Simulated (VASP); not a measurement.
# WSe2 in VASP: notebook, part 2 of 2

VASP 6.6.1. Earlier steps stand in the parts before.

## (3) Single point, PBEsol+D3(BJ) (strain +0.0300 x Voigt [0, 1, 0, 0, 0, 0])

The input, INCAR:

```
PREC = Accurate
ENCUT = 520
EDIFF = 1E-7
ISMEAR = 0
SIGMA = 0.05
LREAL = F
LASPH = T
NELM = 60
ALGO = Normal
ISIF = 2
LWAVE = F
LCHARG = F
GGA = PS
IVDW = 12
NBANDS = 20
```

The input, KPOINTS:

```
Automatic mesh
0
Gamma
  12 12 2
```

The input, POSCAR:

```
WSe2
1.0
    3.3179375931      0.0000000000      0.0000000000
   -1.6589687966      2.9596207911      0.0000000000
    0.0000000000      0.0000000000     16.6581424200
W Se
1 2
Direct
    0.0000000000      0.0000000000      0.0000000000
    0.3333333333      0.6666666667      0.0997865200
    0.3333333333      0.6666666667      0.9002134800
```

Potentials or basis: VASP PAW PBE potentials, release 64 (W_sv, Se).

Run with:

```bash
> cat potpaw_PBE.64/W_sv/POTCAR potpaw_PBE.64/Se/POTCAR > POTCAR
> mpirun -np 1 vasp_std > vasp.out
```

OUTCAR:

```text
PREC = Accurate
   ENCUT = 520
   EDIFF = 1E-7
   ISMEAR = 0
   LREAL = F
   LASPH = T
   NELM = 60
   ISIF = 2
   GGA = PS
   IVDW = 12
 IVDW          = 12

 ion  position               nearest neighbor table
   1  0.000  0.000  0.000-   2 2.55   3 2.55   2 2.55   3 2.55   2 2.58   3 2.58
   2  0.333  0.667  0.100-   1 2.55   1 2.55   1 2.58
   3  0.333  0.667  0.900-   1 2.55   1 2.55   1 2.58

  LATTYP: Found a base centered orthorhombic cell.
 ALAT       =     3.3179375931
 B/A-ratio  =     1.7840123318
 C/A-ratio  =     5.0206316281

  Lattice vectors:

 A1 = (   1.6589687966,  -2.9596207911,   0.0000000000)
 A2 = (   1.6589687965,   2.9596207911,   0.0000000000)
 A3 = (   0.0000000000,   0.0000000000,  16.6581424200)

Analysis of symmetry for initial positions (statically):
=====================================================================
 Subroutine PRICEL returns:
 Original cell was already a primitive cell.

 Routine SETGRP: Setting up the symmetry group for a
 base centered orthorhombic supercell.
[... 166 lines left out ...]
  free energy    TOTEN  =       -23.14538096 eV

  energy without entropy =      -23.14538096  energy(sigma->0) =      -23.14538096

 E-fermi :  -0.7186     XC(G=0):  -4.7172

 val. band max:       -1.1135347199   @ k =   0.3333   0.3333   0.0000
 cond. band min:       0.2607528876   @ k =   0.3333   0.3333   0.5000
 fundamental gap:      1.3742876076
 Fermi energy:        -0.7186287236

 k-point     1 :       0.0000    0.0000    0.0000
  band No.  band energies     occupation
      1     -75.1812      2.00000
      2     -39.3735      2.00000
      3     -39.3278      2.00000
      4     -39.2810      2.00000
      5     -15.6650      2.00000
      6     -14.4108      2.00000
[... 541 lines left out ...]
     19       6.6525      0.00000
     20       7.1952      0.00000

 [... further k-points ...]

------------------------ aborting loop because EDIFF is reached ----------------------------------------

 Edisp (eV)   -0.81544

 E8    (eV) :    -0.5669

  FORCE on cell =-STRESS in cart. coord.  units (eV):
  Direction    XX          YY          ZZ          XY          YZ          ZX
  --------------------------------------------------------------------------------------
  -------------------------------------------------------------------------------------
  Total      -2.79613    -4.49931    -1.48148     0.00000     0.00000     0.00000
  in kB     -27.38649   -44.06822   -14.51027     0.00000     0.00000     0.00000
  external pressure =      -28.65 kB  Pullay stress =        0.00 kB

 VOLUME and BASIS-vectors are now :
 -----------------------------------------------------------------------------
  energy-cutoff  :      520.00
  volume of cell :      163.58
      direct lattice vectors                 reciprocal lattice vectors
     3.317937593  0.000000000  0.000000000     0.301392046  0.168940562  0.000000000
    -1.658968797  2.959620791  0.000000000     0.000000000  0.337881124  0.000000000
     0.000000000  0.000000000 16.658142420     0.000000000  0.000000000  0.060030703

 POSITION                                       TOTAL-FORCE (eV/Angst)
 -----------------------------------------------------------------------------------
      0.00000      0.00000      0.00000        -0.000000      0.165919      0.000000
     -0.00000      1.97308      1.66226         0.000000     -0.082959     -0.436122
     -0.00000      1.97308     14.99588         0.000000     -0.082959      0.436122
 -----------------------------------------------------------------------------------
    total drift:                                0.000000     -0.000099     -0.000000

  FREE ENERGIE OF THE ION-ELECTRON SYSTEM (eV)
  ---------------------------------------------------
  free  energy   TOTEN  =       -23.9608183501 eV

  energy  without entropy=      -23.9608183501  energy(sigma->0) =      -23.96081835
```

It took 15 min on 1 thread of AMD EPYC 7R13, shared host; peak memory 0.46 GiB.

Results:

* Free energy: -23.9608 eV
* Largest force: 0.444 eV/Å
* Band gap on the k mesh: 1.37 eV, direct
* Dispersion energy per atom: -0.272 eV

Forces on the atoms (eV/Å):
```
W    0.000  0.166  0.000
Se   0.000 -0.083 -0.436
Se   0.000 -0.083  0.436
```

Caveat: the cell differs from its parent crystal (strain +0.0300 x Voigt [0, 1, 0, 0, 0, 0]); the PAW data sets were made with another functional, which shifts forces and pressure a little; spin-orbit coupling is left out, which moves the levels of the heavy elements.

## (4) Single point, PBEsol+D3(BJ) (strain +0.0450 x Voigt [0, 1, 0, 0, 0, 0])

The input, INCAR:

```
SYSTEM = WSe2
  ALGO = Normal
  EDIFF = 1E-6
  ENCUT = 520
  GGA = PS
  ISIF = 2
  ISMEAR = 0
  IVDW = 12
  LASPH = .TRUE.
  LCHARG = .FALSE.
  LREAL = .FALSE.
  LWAVE = .FALSE.
  NBANDS = 20
  NELM = 100
  PREC = Accurate
  SIGMA = 0.05
```

The input, KPOINTS:

```
k-points
0
G
  12 12 2
  0 0 0
```

POSCAR: that of step 3 with these lines changed.

```diff
@@ -3,3 +3,3 @@
     3.3179375931      0.0000000000      0.0000000000
-   -1.6589687966      2.9596207911      0.0000000000
+   -1.6589687966      3.0027220648      0.0000000000
     0.0000000000      0.0000000000     16.6581424200
```

Run with:

```bash
> cat potpaw_PBE.64/W_sv/POTCAR potpaw_PBE.64/Se/POTCAR > POTCAR
> mpirun -np 1 vasp_std > vasp.out
```

It took 14 min on 1 thread of AMD EPYC 7R13, shared host; peak memory 0.46 GiB.

The run converged. Its results:

```
Free energy                : -23.8883 eV
Largest force              : 0.584 eV/Å
Band gap on the k mesh     : 1.31 eV, direct
Dispersion energy per atom : -0.268 eV
```

Forces in eV/Å, atoms in the order of the input:
```
W    0.000  0.217  0.000
Se   0.000 -0.108 -0.574
Se   0.000 -0.108  0.574
```

Levels at points of the mesh, in eV from the valence-band top:
```
           k point  band 10  band 11  band 12  band 13  band 14  band 15  band 16  band 17
(0.00, 0.00, 0.00)    -1.91    -1.41    -1.25    -0.12     2.54     2.77     2.93     3.12
(0.50, 0.00, 0.00)    -3.10    -1.86    -1.22    -0.84     2.03     2.62     3.54     4.18
(0.00, 0.50, 0.00)    -2.68    -2.00    -0.98    -0.80     2.12     2.41     3.63     4.14
(0.00, 0.00, 0.50)    -1.91    -1.41    -1.25    -0.12     2.54     2.77     2.93     3.12
(0.50, 0.00, 0.50)    -3.10    -1.86    -1.22    -0.84     2.03     2.62     3.54     4.18
(0.00, 0.50, 0.50)    -2.68    -2.00    -0.98    -0.80     2.12     2.41     3.63     4.14
```

Caveat: the cell differs from its parent crystal (strain +0.0450 x Voigt [0, 1, 0, 0, 0, 0]); the PAW data sets were made with another functional, which shifts forces and pressure a little; spin-orbit coupling is left out, which moves the levels of the heavy elements.

## (5) Single point, PBEsol+D3(BJ) (strain +0.0525 x Voigt [0, 1, 0, 0, 0, 0])

The input, INCAR:

```
SYSTEM = WSe2
ALGO = Normal ; EDIFF = 1E-6
ENCUT = 520 ; GGA = PS
ISIF = 2 ; ISMEAR = 0
IVDW = 12 ; LASPH = .True.
LCHARG = .True. ; LELF = .True.
LREAL = .False. ; LVHAR = .True.
LWAVE = .False. ; NBANDS = 20
NELM = 100 ; PREC = Accurate
SIGMA = 0.05
```

The input, KPOINTS:

```
k-points
0
Gamma
  12 12 2
  0 0 0
```

POSCAR: that of step 4 with these lines changed.

```diff
@@ -3,3 +3,3 @@
     3.3179375931      0.0000000000      0.0000000000
-   -1.6589687966      3.0027220648      0.0000000000
+   -1.6589687966      3.0242727016      0.0000000000
     0.0000000000      0.0000000000     16.6581424200
```

Run with:

```bash
> cat potpaw_PBE.64/W_sv/POTCAR potpaw_PBE.64/Se/POTCAR > POTCAR
> mpirun -np 1 vasp_std > vasp.out
```

It took 15 min on 1 thread of AMD EPYC 7R13, shared host; peak memory 0.47 GiB.

Results (log left out):

- Free energy: -23.8470 eV
- Largest force: 0.651 eV/Å
- Band gap on the k mesh: 1.28 eV, direct
- Dispersion energy per atom: -0.266 eV

Forces in eV/Å, atoms in the order of the input:
```
W    0.000  0.235  0.000
Se   0.000 -0.117 -0.640
Se   0.000 -0.117  0.640
```

Levels at points of the mesh, in eV from the valence-band top:
```
           k point  band 11  band 12  band 13  band 14  band 15  band 16
(0.00, 0.00, 0.00)    -1.42    -1.24    -0.10     2.48     2.71     2.93
(0.50, 0.00, 0.00)    -1.83    -1.26    -0.82     1.97     2.62     3.50
(0.00, 0.50, 0.00)    -1.99    -0.98    -0.78     2.10     2.35     3.61
(0.00, 0.00, 0.50)    -1.42    -1.24    -0.10     2.48     2.71     2.93
(0.50, 0.00, 0.50)    -1.83    -1.26    -0.82     1.97     2.62     3.50
(0.00, 0.50, 0.50)    -1.99    -0.98    -0.78     2.10     2.35     3.61
```

Caveat: the cell differs from its parent crystal (strain +0.0525 x Voigt [0, 1, 0, 0, 0, 0]); the PAW data sets were made with another functional, which shifts forces and pressure a little; spin-orbit coupling is left out, which moves the levels of the heavy elements.

## (6) Summary

| cell | gap on the mesh (eV) | largest force (eV/Å) |
| --- | --- | --- |
| a = 3.318, b = 3.355, c = 16.658 Å, angles 90.0, 90.0, 119.6°, 3 atoms | 1.44 | 0.29 |
| a = 3.318, b = 3.393, c = 16.658 Å, angles 90.0, 90.0, 119.3°, 3 atoms | 1.37 | 0.44 |
| a = 3.318, b = 3.431, c = 16.658 Å, angles 90.0, 90.0, 118.9°, 3 atoms | 1.31 | 0.58 |
| a = 3.318, b = 3.449, c = 16.658 Å, angles 90.0, 90.0, 118.7°, 3 atoms | 1.28 | 0.65 |

Alike in all rows: task single point; level PBEsol+D3(BJ); potentials or basis VASP PAW PBE potentials, release 64 (W_sv, Se); no spin polarisation; k mesh 12 × 12 × 2; cutoff (eV) 520; smearing gaussian 0.05 eV.

Caveats: the PAW data sets were made with another functional, which shifts forces and pressure a little; spin-orbit coupling is left out, which moves the levels of the heavy elements.

Absolute energies hang on the potentials; compare differences alone.
